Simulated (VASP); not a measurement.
Crystal: BN.

```
CELL_PARAMETERS angstrom
2.49824 0.00000 0.00000
-1.24912 2.16354 0.00000
0.00000 0.00000 6.63570
ATOMIC_POSITIONS crystal
B 0.33333 0.66667 0.25000
B 0.66667 0.33333 0.75000
N 0.33333 0.66667 0.75000
N 0.66667 0.33333 0.25000
```

| Property | Result |
| --- | --- |
| Program | VASP 6.6.1 |
| Task | relaxation of volume and atoms at fixed shape |
| Functional | PBE |
| Potentials or basis | VASP PAW PBE potentials, release 64 (B, N) |
| Cutoff | 600 eV |
| k mesh | 10 × 10 × 4 |
| Occupations | gaussian, width 0.02 eV |
| Spin | no spin polarisation |

At the start: pressure 5.0 GPa; volume 8.97 Å³/atom.

Problem. Where does the relaxation end?

Solution. Over 3 steps the energy falls by 2.8 meV/atom and the volume is 9.15 Å³/atom (+2.1 %); space group P6_3/mmc (No. 194, to 0.05 Å).

Step by step:
| step | energy change (eV) | largest force (eV/Å) | pressure (GPa) | volume (Å³) |
| --- | --- | --- | --- | --- |
| 1 | 0.0000 | 0.0000 | 4.99 | 35.87 |
| 2 | -0.0008 | 0.0000 | -4.51 | 37.33 |
| 3 | -0.0112 | 0.0000 | 0.00 | 36.60 |

Final structure:
```cif
data_structure
_symmetry_space_group_name_H-M 'P 1'
_symmetry_Int_Tables_number 1
_cell_length_a 2.5152
_cell_length_b 2.5152
_cell_length_c 6.6809
_cell_angle_alpha 90.000
_cell_angle_beta 90.000
_cell_angle_gamma 120.000
_cell_volume 36.60
loop_
_atom_site_label
_atom_site_type_symbol
_atom_site_fract_x
_atom_site_fract_y
_atom_site_fract_z
_atom_site_occupancy
B1 B 0.33333 0.66667 0.25000 1
B2 B 0.66667 0.33333 0.75000 1
N1 N 0.33333 0.66667 0.75000 1
N2 N 0.66667 0.33333 0.25000 1
```

Caveat: this functional lacks dispersion, which binds the layers, so the pressure and a relaxed spacing across them are unreliable.
